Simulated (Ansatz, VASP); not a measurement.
This is a calculation of SrVO3 for Ansatz 0.2.0.

input.yaml

```yaml
crystal:
  lattice:
    - [3.8409, 0.0, 0.0]
    - [0.0, 3.8409, 0.0]
    - [0.0, 0.0, 3.8409]
  atoms:
    - { symbol: Sr, position: [0.5, 0.5, 0.5] }
    - { symbol: V, position: [0.0, 0.0, 0.0], spin: 2.0 }
    - { symbol: O, position: [0.0, 0.0, 0.5] }
    - { symbol: O, position: [0.0, 0.5, 0.0] }
    - { symbol: O, position: [0.5, 0.0, 0.0] }
hamiltonian:
  xc: rpbe
  pseudopotentials: { kind: paw }
magnetization:
  spin_polarized: true
kpoints:
  mp_grid: { grid: [5, 5, 5] }
scf:
  occupations: { method: fermi_dirac, width: 0.05 }
output:
  forces: true
  stress: true
  eigenvalues: true
relax:
  f_tol: 0.01
  max_steps: 40
  cell: { stress_tol: 0.05 }
```

Potentials or basis: Ansatz PAW.

Command:

```bash
$ ansatz run input.yaml --threads 2 --pin off --max-ram 5632MiB --backend cpu --events-out ev --progress --plain --runs-dir out
```

**Question.** Translate it to VASP 6.6.1. Potentials there: VASP PAW PBE potentials, release 64 (Sr_sv, V_sv, O).

**Answer.** As run (the cutoff follows the program's own potentials):

INCAR

```
PREC = Accurate
ENCUT = 600
EDIFF = 1E-6
ISMEAR = -1
SIGMA = 0.05
LREAL = F
LASPH = T
NELM = 150
ALGO = Normal
ISIF = 3
LWAVE = F
LCHARG = F
ISPIN = 2
MAGMOM = 0 2 0 0 0
LORBIT = 11
LMAXMIX = 4
GGA = RP
IBRION = 2
NSW = 60
EDIFFG = -0.01
```

Contents of KPOINTS:

```
Automatic mesh
0
Gamma
  5 5 5
```

The input POSCAR:

```
SrVO3
1.0
    3.8409000000      0.0000000000      0.0000000000
    0.0000000000      3.8409000000      0.0000000000
    0.0000000000      0.0000000000      3.8409000000
Sr V O
1 1 3
Direct
    0.5000000000      0.5000000000      0.5000000000
    0.0000000000      0.0000000000      0.0000000000
    0.0000000000      0.0000000000      0.5000000000
    0.0000000000      0.5000000000      0.0000000000
    0.5000000000      0.0000000000      0.0000000000
```

Potentials or basis: VASP PAW PBE potentials, release 64 (Sr_sv, V_sv, O).

Command:

```console
$ cat potpaw_PBE.64/Sr_sv/POTCAR potpaw_PBE.64/V_sv/POTCAR potpaw_PBE.64/O/POTCAR > POTCAR
$ mpirun -np 1 vasp_std > vasp.out
```

Both were run:

|  | VASP | Ansatz | Ansatz less VASP |
| --- | --- | --- | --- |
| gap on the k mesh at the Fermi level, each at its own relaxed structure (eV) | none | none | - |
| net moment per atom (μB) | 0.15 | 0.15 | 0.000 |
| size of the moment on the site where the two differ most (μB) | 0.74 | 0.60 | -0.140 |
| relaxed volume (Å³/atom) | 11.91 | 11.86 | -0.048 |
| relaxed cell length with the largest relative difference (Å) | 3.905 | 3.900 | -0.0053 |

VASP's potentials were made for PBE, not for RPBE. Site moments also hang on the region over which each program counts them. A gap of «none» marks a metal or a gap that the smearing closes.

Noted on Ansatz's run: the plane-wave basis is chosen anew once the cell has moved, so the energies of steps on either side of that aren't comparable.
